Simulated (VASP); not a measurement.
Set up this calculation in VASP 6.6.1, as the native input.

* Task: relaxation of cell and atoms
* Functional: PBE
* Dispersion: D3(BJ)
* Potentials or basis: VASP PAW PBE potentials, release 64 (C, O)
* Cutoff: 600 eV
* k mesh: 4 × 4 × 4
* Occupations: gaussian, width 0.01 eV
* Spin: no spin polarisation
* Dipole correction: no
* Further INCAR settings: ALGO = Normal; EDIFF = 1e-06; IBRION = 2; EDIFFG = -0.001; NSW = 80; ISIF = 3

The structure of CO2 lies in POSCAR:

```
CO2
1.0
    5.7132173136      0.0000000000      0.0000000000
    0.0000000000      5.7132173136      0.0000000000
    0.0000000000      0.0000000000      5.7132173136
C O
4 8
Direct
    0.0000000000      0.0000000000      0.0000000000
    0.5000000000      0.0000000000      0.5000000000
    0.5000000000      0.5000000000      0.0000000000
    0.0000000000      0.5000000000      0.5000000000
    0.1181218480      0.1181218480      0.1181218480
    0.3818781520      0.8818781520      0.6181218480
    0.6181218480      0.3818781520      0.8818781520
    0.8818781520      0.6181218480      0.3818781520
    0.8818781520      0.8818781520      0.8818781520
    0.6181218480      0.1181218480      0.3818781520
    0.3818781520      0.6181218480      0.1181218480
    0.1181218480      0.3818781520      0.6181218480
```

The input as run:

INCAR

```
SYSTEM = CO2
PREC     = Accurate       ! precision mode
ENCUT    = 600            ! plane-wave cutoff, eV
EDIFF    = 1E-6           ! SCF threshold, eV
ISMEAR   = 0              ! smearing method
SIGMA    = 0.01           ! smearing width, eV
LREAL    = .False.        ! projectors in reciprocal space
LASPH    = .True.         ! aspherical terms in the spheres
NELM     = 80             ! most SCF steps
ALGO     = Normal         ! electronic algorithm
ISIF     = 3              ! what is computed and relaxed
LWAVE    = .False.        ! write WAVECAR
LCHARG   = .False.        ! write CHGCAR
GGA      = PE             ! functional
IVDW     = 12             ! dispersion correction
IBRION   = 2              ! ionic algorithm
NSW      = 80             ! ionic steps
EDIFFG   = -0.001         ! ionic threshold
```

KPOINTS

```
Automatic mesh
0
Gamma
  4 4 4
  0 0 0
```

Potentials or basis: VASP PAW PBE potentials, release 64 (C, O).

The run is started by

```console
$ cat potpaw_PBE.64/C/POTCAR potpaw_PBE.64/O/POTCAR > POTCAR
$ mpirun -np 1 vasp_std > vasp.out
```

Results of the run:

* Relaxed volume: 14.75 Å³/atom
* Relaxed cell: a = 5.615 Å, b = 5.615 Å, c = 5.615 Å, α = 90.00°, β = 90.00°, γ = 90.00°
* Space group after relaxing (to 0.1 Å): Pa-3 (No. 205)
* Energy gained by relaxing: 2.1 meV/atom
* Ionic steps: 11
* Pressure after relaxing: 0.0 GPa
* Band gap on the k mesh: 6.72 eV
* Dispersion energy per atom: -0.070 eV

Run time: 14 min on 1 thread of AMD EPYC 7R43 64-Core Processor (Zen 3), with other jobs on the host, peak memory 0.34 GiB.
